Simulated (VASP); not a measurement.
# W in VASP: single point with PBEsol

Aim: the single point of W with PBEsol.

All numbers are computed with VASP 6.6.1; they aren't measurements. Logs are shortened: lines on timing, memory, paths and dates and some standing lists are left out, and cuts for length are marked.

### 1 The cell of the first run

The cell holds a slab with vacuum, 4 atoms: a = 3.183 Å, b = 3.183 Å, c = 25.827 Å, α = 90.00°, β = 90.00°, γ = 90.00°.

### 2 Single point, PBEsol

Input file INCAR:

```
ALGO = Normal
DIPOL = 0.5 0.5 0.658
EDIFF = 1E-6
ENCUT = 400
GGA = PS
GGA_COMPAT = False
IDIPOL = 3
ISIF = 2
ISMEAR = 1
LASPH = True
LCHARG = False
LDIPOL = True
LREAL = False
LWAVE = False
NBANDS = 36
NELM = 120
NELMDL = -8
PREC = Accurate
SIGMA = 0.1
```

Input file KPOINTS:

```
k-points
0
Gamma
  10 10 1
```

Input file POSCAR:

```
W
1.0
    3.1831898963      0.0000000000      0.0000000000
    0.0000000000      3.1831898963      0.0000000000
    0.0000000000      0.0000000000     25.8273757953
W
4
Direct
    0.0000000000      0.0000000000      0.5708258686
    0.5000000000      0.5000000000      0.6261990831
    1.0000000000      0.0000000000      0.6910958418
    0.5000000000      0.5000000000      0.7432285230
```

Potentials or basis: VASP PAW PBE potentials, release 64 (W_sv).

Run with:

```
$ cat potpaw_PBE.64/W_sv/POTCAR > POTCAR
$ mpirun -np 1 vasp_std > vasp.out
```

OUTCAR:

```text
EDIFF = 1E-6
   ENCUT = 400
   GGA = PS
   ISIF = 2
   ISMEAR = 1
   LASPH = True
   LREAL = False
   NELM = 120
   NELMDL = -8
   PREC = Accurate

 ion  position               nearest neighbor table
   1  0.000  0.000  0.571-   2 2.67   2 2.67   2 2.67   2 2.67   3 3.11
   2  0.500  0.500  0.626-   1 2.67   1 2.67   1 2.67   1 2.67   3 2.81   3 2.81   3 2.81   3 2.81
                             4 3.02
   3  0.000  0.000  0.691-   4 2.62   4 2.62   4 2.62   4 2.62   2 2.81   2 2.81   2 2.81   2 2.81
                             1 3.11
   4  0.500  0.500  0.743-   3 2.62   3 2.62   3 2.62   3 2.62   2 3.02

  LATTYP: Found a simple tetragonal cell.
 ALAT       =     3.1831898963
 C/A-ratio  =     8.1136773603

  Lattice vectors:

 A1 = (   3.1831898963,   0.0000000000,   0.0000000000)
 A2 = (   0.0000000000,   3.1831898963,   0.0000000000)
 A3 = (   0.0000000000,   0.0000000000,  25.8273757953)

Analysis of symmetry for initial positions (statically):
=====================================================================
 Subroutine PRICEL returns:
 Original cell was already a primitive cell.

 Routine SETGRP: Setting up the symmetry group for a
 simple tetragonal supercell.

 Subroutine GETGRP returns: Found  8 space group operations
 (whereof  8 operations were pure point group operations)
 out of a pool of 16 trial point group operations.

The static configuration has the point symmetry C_4v.

Analysis of symmetry for dynamics (positions and initial velocities):
=====================================================================
 Subroutine PRICEL returns:
 Original cell was already a primitive cell.

 Routine SETGRP: Setting up the symmetry group for a
 simple tetragonal supercell.

 Subroutine GETGRP returns: Found  8 space group operations
 (whereof  8 operations were pure point group operations)
 out of a pool of 16 trial point group operations.

The dynamic configuration has the point symmetry C_4v.

 Subroutine INISYM returns: Found  8 space group operations
 (whereof  8 operations are pure point group operations),
 and found     1 'primitive' translations

----------------------------------------------------------------------------------------

                                     Primitive cell

  volume of cell :     261.7010

  direct lattice vectors                    reciprocal lattice vectors
     3.183189896  0.000000000  0.000000000     0.314150281  0.000000000  0.000000000
     0.000000000  3.183189896  0.000000000     0.000000000  0.314150281  0.000000000
     0.000000000  0.000000000 25.827375795     0.000000000  0.000000000  0.038718606

  length of vectors
     3.183189896  3.183189896 25.827375795     0.314150281  0.314150281  0.038718606

  position of ions in fractional coordinates (direct lattice)
     0.000000000  0.000000000  0.570825869
     0.500000000  0.500000000  0.626199083
     0.000000000  0.000000000  0.691095842
     0.500000000  0.500000000  0.743228523

  ion indices of the primitive-cell ions
   primitive index   ion index
                 1           1
                 2           2
                 3           3
                 4           4

----------------------------------------------------------------------------------------

 KPOINTS: k-points

Automatic generation of k-mesh.
 Grid dimensions read from file:
 generate k-points for:   10   10    1

 Generating k-lattice:

  Cartesian coordinates                     Fractional coordinates (reciprocal lattice)
     0.031415028  0.000000000  0.000000000     0.100000000  0.000000000  0.000000000
     0.000000000  0.031415028  0.000000000     0.000000000  0.100000000  0.000000000
     0.000000000  0.000000000  0.038718606     0.000000000  0.000000000  1.000000000

  Length of vectors
     0.031415028  0.031415028  0.038718606

  Shift w.r.t. Gamma in fractional coordinates (k-lattice)
     0.000000000  0.000000000  0.000000000

 Subroutine IBZKPT returns following result:
 ===========================================

 Found     21 irreducible k-points:

 Following reciprocal coordinates:
            Coordinates               Weight
  0.000000  0.000000  0.000000      1.000000
  0.100000  0.000000  0.000000      4.000000
  0.200000  0.000000  0.000000      4.000000
  0.300000  0.000000  0.000000      4.000000
  0.400000  0.000000  0.000000      4.000000
  0.500000  0.000000  0.000000      2.000000
[... 13 lines left out ...]
  0.500000  0.400000  0.000000      4.000000
  0.500000  0.500000  0.000000      1.000000
   k-points           NKPTS =     21   k-points in BZ     NKDIM =     21   number of bands    NBANDS=     36
   number of dos      NEDOS =    301   number of ions     NIONS =      4
   total plane-waves  NPLWV =  96768
   dimension x,y,z NGX =    24 NGY =   24 NGZ =  168
   dimension x,y,z NGXF=    48 NGYF=   48 NGZF=  336
   ions per type =               4
   NGX,Y,Z   is equivalent  to a cutoff of  12.53, 12.53, 10.81 a.u.
   NGXF,Y,Z  is equivalent  to a cutoff of  25.07, 25.07, 21.63 a.u.
 SYSTEM =  unknown system
   PREC   = accura    normal or accurate (medium, high low for compatibility)
   ISTART =      0    job   : 0-new  1-cont  2-samecut
   ICHARG =      2    charge: 1-file 2-atom 10-const
   ISPIN  =      1    spin polarized calculation?
   LNONCOLLINEAR =      F non collinear calculations
   LSORBIT =      F    spin-orbit coupling
   LASPH  =      T    aspherical Exc in radial PAW
   ENCUT  =  400.0 eV  29.40 Ry    5.42 a.u.   5.19  5.19 42.12*2*pi/ulx,y,z
   NELM   =    120;   NELMIN=  2; NELMDL= -8     # of ELM steps
   EDIFF  = 0.1E-05   stopping-criterion for ELM
   LREAL  =      F    real-space projection
   EDIFFG = 0.1E-04   stopping-criterion for IOM
   NSW    =      0    number of steps for IOM
   IBRION =     -1    ionic relax: 0-MD 1-quasi-New 2-CG
   NFREE  =      0    steps in history (QN), initial steepest desc. (CG)
   ISIF   =      2    stress and relaxation
   ISYM   =      2    0-nonsym 1-usesym 2-fastsym
   POTIM  = 0.5000    time-step for ionic-motion
   TEBEG  =    0.0;   TEEND  =   0.0 temperature during run
   PSTRESS=    0.0 pullay stress
   NELECT =      56.0000    total number of electrons
   NUPDOWN=      -1.0000    fix difference up-down
   EMIN   =  10.00;   EMAX   =-10.00  energy-range for DOS
   EFERMI =   0.00;   METHOD = LEGACY
   ISMEAR =     1;   SIGMA  =   0.10  broadening in eV -4-tet -1-fermi 0-gaus
   EFERMI_NEDOS =   21; number of points for ismear=-14 and -15
   IALGO  =     38    algorithm
   IMIX   =      4    mixing-type and parameters
     AMIX     =   0.40;   BMIX     =  1.00
     AMIX_MAG =   1.60;   BMIX_MAG =  1.00
  volume/ion in A,a.u.               =      65.43       441.51
  Fermi-wavevector in a.u.,A,eV,Ry     =   0.979195  1.850410 13.045568  0.958822
  Thomas-Fermi vector in A             =   2.110029
   LORBIT       =      0    0 simple, 1 ext, 2 COOP (PROOUT), +10 PAW based schemes
   GGA     = PS    functional components
   LHFCALC =     F    Hartree Fock is set to
   AEXX    =    0.0000 exact exchange contribution
   IVDW    =     0    specifies the selected vdW correction
   LEPSILON=     F    determine dielectric tensor
   LRPA    =     F    only Hartree local field effects (RPA)
 non-spin polarized calculation
 Methfessel and Paxton  Order N= 1 SIGMA  =   0.10
  energy-cutoff  :      400.00
  volume of cell :      261.70
 maximum number of plane-waves:      4805
 NGX is ok and might be reduce to    24
   NGX = 11   NGY = 11   NGZ = 85

 dipolmoment           0.000000      0.000000     -0.009602 electrons x Angstroem

 number of electron      55.9999991 magnetization

 dipolmoment           0.000000      0.000000      0.002173 electrons x Angstroem

 Free energy of the ion-electron system (eV)
  ---------------------------------------------------
  ext. energy  EPLUGINS =         0.00000000
  ---------------------------------------------------
  free energy    TOTEN  =       -49.71323126 eV

  energy without entropy =      -49.70687635  energy(sigma->0) =      -49.71111296

 E-fermi :  -0.4301     XC(G=0):  -4.2304

 val. band max:       -0.4346232618   @ k =   0.2000   0.2000   0.0000
 cond. band min:      -0.4283830557   @ k =   0.2000   0.0000   0.0000
 fundamental gap:      0.0062402061
 Fermi energy:        -0.4300521424

 k-point     1 :       0.0000    0.0000    0.0000
  band No.  band energies     occupation
      1     -74.2472      2.00000
      2     -74.1725      2.00000
      3     -74.0619      2.00000
      4     -73.9667      2.00000
      5     -38.6977      2.00000
      6     -38.6977      2.00000
[... 28 lines left out ...]
     35       2.3138      0.00000
     36       3.1647      0.00000

 k-point     2 :       0.1000    0.0000    0.0000
  band No.  band energies     occupation
      1     -74.2414      2.00000
      2     -74.1682      2.00000
      3     -74.0649      2.00000
      4     -73.9708      2.00000
      5     -38.7741      2.00000
      6     -38.6881      2.00000
[... 28 lines left out ...]
     35       2.0586      0.00000
     36       2.5030      0.00000

 k-point     3 :       0.2000    0.0000    0.0000
  band No.  band energies     occupation
      1     -74.2250      2.00000
      2     -74.1559      2.00000
      3     -74.0740      2.00000
      4     -73.9827      2.00000
      5     -38.8705      2.00000
      6     -38.7942      2.00000
[... 28 lines left out ...]
     35       2.3431      0.00000
     36       2.4183      0.00000
[... 625 lines left out ...]
 k-point    20 :       0.5000    0.4000    0.0000
  band No.  band energies     occupation
      1     -74.1469      2.00000
      2     -74.1174      2.00000
      3     -74.1010      2.00000
      4     -74.0215      2.00000
      5     -39.0383      2.00000
      6     -39.0334      2.00000
[... 28 lines left out ...]
     35       3.0371      0.00000
     36       3.0586      0.00000

 k-point    21 :       0.5000    0.5000    0.0000
  band No.  band energies     occupation
      1     -74.1460      2.00000
      2     -74.1166      2.00000
      3     -74.1002      2.00000
      4     -74.0207      2.00000
      5     -39.0631      2.00000
      6     -39.0631      2.00000
[... 28 lines left out ...]
     35       2.8872      0.00000
     36       2.9049      0.00000

------------------------ aborting loop because EDIFF is reached ----------------------------------------

 vacuum level on the upper side and lower side of the slab       (xc-potential included)         0.007        -0.031

  FORCE on cell =-STRESS in cart. coord.  units (eV):
  Direction    XX          YY          ZZ          XY          YZ          ZX
  --------------------------------------------------------------------------------------
  -------------------------------------------------------------------------------------
  Total       -5.6631572     -5.6631572     -2.1029382      0.0000000      0.0000000      0.0000000
  in kB      -34.6707969    -34.6707969    -12.8745401      0.0000000      0.0000000      0.0000000
  external PRESSURE =     -27.4053780 kB  Pullay stress =       0.0000000 kB

 VOLUME and BASIS-vectors are now :
 -----------------------------------------------------------------------------
  energy-cutoff  :      400.00
  volume of cell :      261.70
      direct lattice vectors                 reciprocal lattice vectors
     3.183189896  0.000000000  0.000000000     0.314150281  0.000000000  0.000000000
     0.000000000  3.183189896  0.000000000     0.000000000  0.314150281  0.000000000
     0.000000000  0.000000000 25.827375795     0.000000000  0.000000000  0.038718606

 POSITION                                       TOTAL-FORCE (eV/Angst)
 -----------------------------------------------------------------------------------
      0.00000      0.00000     14.74293         0.000000     -0.000000      1.222179
      1.59159      1.59159     16.17308        -0.000000     -0.000000     -1.215567
      0.00000      0.00000     17.84919        -0.000000     -0.000000      0.211779
      1.59159      1.59159     19.19564        -0.000000      0.000000     -0.218391
 -----------------------------------------------------------------------------------
    total drift:                                0.000000     -0.000000      0.000177

  FREE ENERGIE OF THE ION-ELECTRON SYSTEM (eV)
  ---------------------------------------------------
  free  energy   TOTEN  =       -49.7132312644 eV

  energy  without entropy=      -49.7068763546  energy(sigma->0) =      -49.71111296

 vacuum level on the upper side and lower side of the slab         3.764         3.725
```

Wall time 8.3 min (1 thread of AMD EPYC, shared host); peak memory 0.3 GiB.

Results:

```yaml
Free_energy: -49.7132 eV
Largest_force: 1.222 eV/Å
Band_gap_on_the_k_mesh: zero (bands 28 and 29 overlap by 1.76 eV)
```

Forces in eV/Å, atoms in the order of the input:
```
W    0.000  0.000  1.222
W    0.000  0.000 -1.216
W    0.000  0.000  0.212
W    0.000  0.000 -0.218
```

Caveat: the PAW data sets were made with another functional, which shifts forces and pressure a little; spin-orbit coupling is left out, which moves the levels of the heavy elements.
